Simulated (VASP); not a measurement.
A run of VASP 6.6.1:

File INCAR:

```
  PREC = Accurate
  ENCUT = 600
  EDIFF = 1E-6
  ISMEAR = 0
  SIGMA = 0.1
  LREAL = False
  LASPH = True
  NELM = 100
  ALGO = Normal
  ISIF = 3
  LWAVE = False
  LCHARG = False
  GGA = PE
  IBRION = 2
  NSW = 80
  EDIFFG = -0.001
```

KPOINTS

```
regular mesh
0
Gamma
  12 12 6
```

The input POSCAR:

```
Pt2Cl
1.0
    2.8000018573      0.0000000000      0.0000000000
   -1.4000009286      2.4248727391      0.0000000000
    0.0000000000      0.0000000000      7.4603747862
Pt Cl
2 1
Direct
    0.0000000000      0.0000000000      0.3293369740
    0.0000000000      0.0000000000      0.6706630260
    0.0000000000      0.0000000000      0.0000000000
```

Potentials or basis: VASP PAW PBE potentials, release 64 (Pt, Cl).

Command:

```sh
$ cat potpaw_PBE.64/Pt/POTCAR potpaw_PBE.64/Cl/POTCAR > POTCAR
$ mpirun -np 1 vasp_std > vasp.out
```

Hardware: 1 thread of Oxide Virtual Turin-like Processor (shared host).

Problem. Estimate the wall time of this run.

Solution. It took 2.3 min on 1 thread of Oxide Virtual Turin-like Processor, on a shared host, peak memory 0.21 GiB. Counts: scf iterations 30, k points 76, ion steps 4.
